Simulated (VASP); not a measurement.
# PtS2 (P-3m1) in VASP: further runs

The runs below take PtS2 through single point, with PBE.

All numbers are computed with VASP 6.6.1; they aren't measurements. Logs are shortened: lines on timing, memory, paths and dates and some standing lists are left out, and cuts for length are marked.

## Step 1: The cell of the first run

The structure is trigonal, space group P-3m1 (No. 164). The conventional cell has a = 3.366 Å, b = 3.366 Å, c = 4.787 Å, α = 90.00°, β = 90.00°, γ = 120.00°. Within 3.0 Å of Pt (site symmetry -3m) lie 6 S at 2.28 Å. Within 3.0 Å of S (site symmetry 3m) lie 3 Pt at 2.28 Å.

## Step 2: Single point, PBE (strain -0.050 along x and y, -0.050 along z)

INCAR

```
ALGO = Normal ; EDIFF = 1E-6
ENCUT = 520 ; GGA = PE
ISIF = 2 ; ISMEAR = 0
LASPH = True ; LCHARG = False
LREAL = False ; LWAVE = False
NBANDS = 18 ; NELM = 80
PREC = Accurate ; SIGMA = 0.05
```

KPOINTS

```
k-points
0
Gamma
  12 12 8
```

POSCAR

```
PtS2
1.0
    3.3660395020      0.0000000000      0.0000000000
   -1.6830197510      2.9150757189      0.0000000000
    0.0000000000      0.0000000000      4.7868600000
Pt S
1 2
Direct
    0.0000000000      0.0000000000      0.0000000000
    0.3333333333      0.6666666667      0.2500000000
    0.6666666667      0.3333333333      0.7500000000
```

Potentials or basis: VASP PAW PBE potentials, release 64 (Pt, S).

Launch:

```bash
> cat potpaw_PBE.64/Pt/POTCAR potpaw_PBE.64/S/POTCAR > POTCAR
> mpirun -np 1 vasp_std > vasp.out
```

OUTCAR:

```text
EDIFF = 1E-6
   ENCUT = 520
   GGA = PE
   ISIF = 2
   ISMEAR = 0
   LASPH = True
   LREAL = False
   NELM = 80
   PREC = Accurate

 ion  position               nearest neighbor table
   1  0.000  0.000  0.000-   2 2.28   3 2.28   3 2.28   2 2.28   3 2.28   2 2.28
   2  0.333  0.667  0.250-   1 2.28   1 2.28   1 2.28
   3  0.667  0.333  0.750-   1 2.28   1 2.28   1 2.28

  LATTYP: Found a hexagonal cell.
 ALAT       =     3.3660395020
 C/A-ratio  =     1.4221045229

  Lattice vectors:

 A1 = (   3.3660395020,   0.0000000000,   0.0000000000)
 A2 = (  -1.6830197510,   2.9150757189,   0.0000000000)
 A3 = (   0.0000000000,   0.0000000000,   4.7868600000)

Analysis of symmetry for initial positions (statically):
=====================================================================
 Subroutine PRICEL returns:
 Original cell was already a primitive cell.

 Routine SETGRP: Setting up the symmetry group for a
 hexagonal supercell.

 Subroutine GETGRP returns: Found 12 space group operations
 (whereof 12 operations were pure point group operations)
 out of a pool of 24 trial point group operations.

The static configuration has the point symmetry D_3d.

Analysis of symmetry for dynamics (positions and initial velocities):
=====================================================================
 Subroutine PRICEL returns:
 Original cell was already a primitive cell.

 Routine SETGRP: Setting up the symmetry group for a
 hexagonal supercell.

 Subroutine GETGRP returns: Found 12 space group operations
 (whereof 12 operations were pure point group operations)
 out of a pool of 24 trial point group operations.

The dynamic configuration has the point symmetry D_3d.

 Subroutine INISYM returns: Found 12 space group operations
 (whereof 12 operations are pure point group operations),
 and found     1 'primitive' translations

----------------------------------------------------------------------------------------

                                     Primitive cell

  volume of cell :      46.9699

  direct lattice vectors                    reciprocal lattice vectors
     3.366039502  0.000000000  0.000000000     0.297085046  0.171522131  0.000000000
    -1.683019751  2.915075719  0.000000000     0.000000000  0.343044262  0.000000000
     0.000000000  0.000000000  4.786860000     0.000000000  0.000000000  0.208905211

  length of vectors
     3.366039502  3.366039502  4.786860000     0.343044262  0.343044262  0.208905211

  position of ions in fractional coordinates (direct lattice)
     0.000000000  0.000000000  0.000000000
     0.333333333  0.666666667  0.250000000
     0.666666667  0.333333333  0.750000000

  ion indices of the primitive-cell ions
   primitive index   ion index
                 1           1
                 2           2
                 3           3

----------------------------------------------------------------------------------------

 KPOINTS: k-points

Automatic generation of k-mesh.
 Grid dimensions read from file:
 generate k-points for:   12   12    8

 Generating k-lattice:

  Cartesian coordinates                     Fractional coordinates (reciprocal lattice)
     0.024757087  0.014293511  0.000000000     0.083333333  0.000000000  0.000000000
     0.000000000  0.028587022  0.000000000     0.000000000  0.083333333  0.000000000
     0.000000000  0.000000000  0.026113151     0.000000000  0.000000000  0.125000000

  Length of vectors
     0.028587022  0.028587022  0.026113151

  Shift w.r.t. Gamma in fractional coordinates (k-lattice)
     0.000000000  0.000000000  0.000000000

 Subroutine IBZKPT returns following result:
 ===========================================

 Found    131 irreducible k-points:

 Following reciprocal coordinates:
            Coordinates               Weight
  0.000000  0.000000  0.000000      1.000000
  0.083333 -0.000000  0.000000      6.000000
  0.166667 -0.000000  0.000000      6.000000
  0.250000 -0.000000  0.000000      6.000000
  0.333333 -0.000000  0.000000      6.000000
  0.416667  0.000000  0.000000      6.000000
[... 16 lines left out ...]
  0.166667 -0.000000  0.125000      6.000000
  0.000000  0.166667  0.125000      6.000000
 [... further k-points ...]
   k-points           NKPTS =    131   k-points in BZ     NKDIM =    131   number of bands    NBANDS=     18
   number of dos      NEDOS =    301   number of ions     NIONS =      3
   total plane-waves  NPLWV =  28224
   dimension x,y,z NGX =    28 NGY =   28 NGZ =   36
   dimension x,y,z NGXF=    56 NGYF=   56 NGZF=   72
   ions per type =               1   2
   NGX,Y,Z   is equivalent  to a cutoff of  13.83, 13.83, 12.50 a.u.
   NGXF,Y,Z  is equivalent  to a cutoff of  27.66, 27.66, 25.01 a.u.
 SYSTEM =  unknown system
   PREC   = accura    normal or accurate (medium, high low for compatibility)
   ISTART =      0    job   : 0-new  1-cont  2-samecut
   ICHARG =      2    charge: 1-file 2-atom 10-const
   ISPIN  =      1    spin polarized calculation?
   LNONCOLLINEAR =      F non collinear calculations
   LSORBIT =      F    spin-orbit coupling
   LASPH  =      T    aspherical Exc in radial PAW
   ENCUT  =  520.0 eV  38.22 Ry    6.18 a.u.   6.26  6.26  8.90*2*pi/ulx,y,z
   NELM   =     80;   NELMIN=  2; NELMDL= -5     # of ELM steps
   EDIFF  = 0.1E-05   stopping-criterion for ELM
   LREAL  =      F    real-space projection
   EDIFFG = 0.1E-04   stopping-criterion for IOM
   NSW    =      0    number of steps for IOM
   IBRION =     -1    ionic relax: 0-MD 1-quasi-New 2-CG
   NFREE  =      0    steps in history (QN), initial steepest desc. (CG)
   ISIF   =      2    stress and relaxation
   ISYM   =      2    0-nonsym 1-usesym 2-fastsym
   POTIM  = 0.5000    time-step for ionic-motion
   TEBEG  =    0.0;   TEEND  =   0.0 temperature during run
   PSTRESS=    0.0 pullay stress
   NELECT =      22.0000    total number of electrons
   NUPDOWN=      -1.0000    fix difference up-down
   EMIN   =  10.00;   EMAX   =-10.00  energy-range for DOS
   EFERMI =   0.00;   METHOD = LEGACY
   ISMEAR =     0;   SIGMA  =   0.05  broadening in eV -4-tet -1-fermi 0-gaus
   EFERMI_NEDOS =   21; number of points for ismear=-14 and -15
   IALGO  =     38    algorithm
   IMIX   =      4    mixing-type and parameters
     AMIX     =   0.40;   BMIX     =  1.00
     AMIX_MAG =   1.60;   BMIX_MAG =  1.00
  volume/ion in A,a.u.               =      15.66       105.66
  Fermi-wavevector in a.u.,A,eV,Ry     =   1.271381  2.402562 21.992597  1.616410
  Thomas-Fermi vector in A             =   2.404317
   LORBIT       =      0    0 simple, 1 ext, 2 COOP (PROOUT), +10 PAW based schemes
   GGA     = PE    functional components
   LHFCALC =     F    Hartree Fock is set to
   AEXX    =    0.0000 exact exchange contribution
   IVDW    =     0    specifies the selected vdW correction
   LEPSILON=     F    determine dielectric tensor
   LRPA    =     F    only Hartree local field effects (RPA)
 non-spin polarized calculation
 Gauss-broadening in eV      SIGMA  =   0.05
  energy-cutoff  :      520.00
  volume of cell :       46.97
 maximum number of plane-waves:      1290
 NGX is ok and might be reduce to    28
   NGX = 13   NGY = 13   NGZ = 17

 number of electron      22.0000003 magnetization

 Free energy of the ion-electron system (eV)
  ---------------------------------------------------
  ext. energy  EPLUGINS =         0.00000000
  ---------------------------------------------------
  free energy    TOTEN  =       -14.60250595 eV

  energy without entropy =      -14.60250595  energy(sigma->0) =      -14.60250595

 E-fermi :   9.4949     XC(G=0): -11.4776

 val. band max:        9.2888121056   @ k =   0.0000   0.1667   0.2500
 cond. band min:       9.9521085495   @ k =   0.3333   0.3333   0.0000
 fundamental gap:      0.6632964439
 Fermi energy:         9.4948982334

 k-point     1 :       0.0000    0.0000    0.0000
  band No.  band energies     occupation
      1      -7.5497      2.00000
      2      -3.7473      2.00000
      3       0.7107      2.00000
      4       1.4052      2.00000
      5       1.4052      2.00000
      6       4.4905      2.00000
[... 10 lines left out ...]
     17      17.0597      0.00000
     18      22.7485      0.00000

 k-point     2 :       0.0833   -0.0000    0.0000
  band No.  band energies     occupation
      1      -7.4391      2.00000
      2      -3.8202      2.00000
      3       0.8240      2.00000
      4       1.4755      2.00000
      5       1.4880      2.00000
      6       4.3455      2.00000
[... 10 lines left out ...]
     17      17.4039      0.00000
     18      20.9818      0.00000

 k-point     3 :       0.1667   -0.0000    0.0000
  band No.  band energies     occupation
      1      -7.1181      2.00000
      2      -4.0098      2.00000
      3       1.1423      2.00000
      4       1.6650      2.00000
      5       1.7192      2.00000
      6       3.8876      2.00000
[... 10 lines left out ...]
     17      18.2548      0.00000
     18      19.1471      0.00000

 k-point     4 :       0.2500   -0.0000    0.0000
  band No.  band energies     occupation
      1      -6.6223      2.00000
      2      -4.2520      2.00000
      3       1.5502      2.00000
      4       1.9037      2.00000
      5       2.0635      2.00000
      6       3.1797      2.00000
[... 375 lines left out ...]
      4       1.4695      2.00000
      5       1.5784      2.00000
      6       4.3186      2.00000
[... 10 lines left out ...]
     17      17.6418      0.00000
     18      20.2292      0.00000

 k-point    23 :       0.1667   -0.0000    0.1250
  band No.  band energies     occupation
      1      -7.0525      2.00000
      2      -4.1774      2.00000
      3       1.2390      2.00000
      4       1.6897      2.00000
      5       1.8038      2.00000
      6       3.9365      2.00000
[... 10 lines left out ...]
     17      17.8120      0.00000
     18      19.0792      0.00000

 k-point    24 :       0.0000    0.1667    0.1250
  band No.  band energies     occupation
      1      -7.0622      2.00000
      2      -4.1377      2.00000
      3       1.0552      2.00000
      4       1.6446      2.00000
      5       1.9856      2.00000
      6       3.7920      2.00000
[... 10 lines left out ...]
     17      18.7131      0.00000
     18      18.7978      0.00000

 [... further k-points ...]
[... 5 lines left out ...]
  --------------------------------------------------------------------------------------
  -------------------------------------------------------------------------------------
  Total       11.2421801     11.2421801      6.9378687      0.0000000      0.0000000      0.0000000
  in kB      383.4787885    383.4787886    236.6556530      0.0000000      0.0000000      0.0000000
  external PRESSURE =     334.5377434 kB  Pullay stress =       0.0000000 kB

 VOLUME and BASIS-vectors are now :
 -----------------------------------------------------------------------------
  energy-cutoff  :      520.00
  volume of cell :       46.97
      direct lattice vectors                 reciprocal lattice vectors
     3.366039502  0.000000000  0.000000000     0.297085046  0.171522131  0.000000000
    -1.683019751  2.915075719  0.000000000     0.000000000  0.343044262  0.000000000
     0.000000000  0.000000000  4.786860000     0.000000000  0.000000000  0.208905211

 POSITION                                       TOTAL-FORCE (eV/Angst)
 -----------------------------------------------------------------------------------
      0.00000      0.00000      0.00000        -0.000000      0.000000      0.000000
     -0.00000      1.94338      1.19671        -0.000000      0.000000      1.999246
      1.68302      0.97169      3.59014         0.000000     -0.000000     -1.999246
 -----------------------------------------------------------------------------------
    total drift:                               -0.000000     -0.000000     -0.000000

  FREE ENERGIE OF THE ION-ELECTRON SYSTEM (eV)
  ---------------------------------------------------
  free  energy   TOTEN  =       -14.6025059469 eV

  energy  without entropy=      -14.6025059468  energy(sigma->0) =      -14.60250595
```

Wall time 94 s (1 thread of Intel Xeon Platinum 8375C at 2.90GHz (Ice Lake), shared host); peak memory 0.24 GiB.

Results:

* Free energy: -14.6025 eV
* Pressure: 33.5 GPa
* Largest force: 1.999 eV/Å
* Band gap on the k mesh: 0.66 eV, indirect (least direct gap 0.93 eV)

Forces in eV/Å, atoms in the order of the input:
```
Pt   0.000  0.000  0.000
S    0.000  0.000  1.999
S    0.000  0.000 -1.999
```

Caveat: the cell differs from its parent crystal (strain -0.050 along x and y, -0.050 along z); spin-orbit coupling is left out, which moves the levels of the heavy elements; forces of over 1 eV/Å act on the atoms, so gaps and moduli don't describe the material at rest.

[end of part 1 of 2]
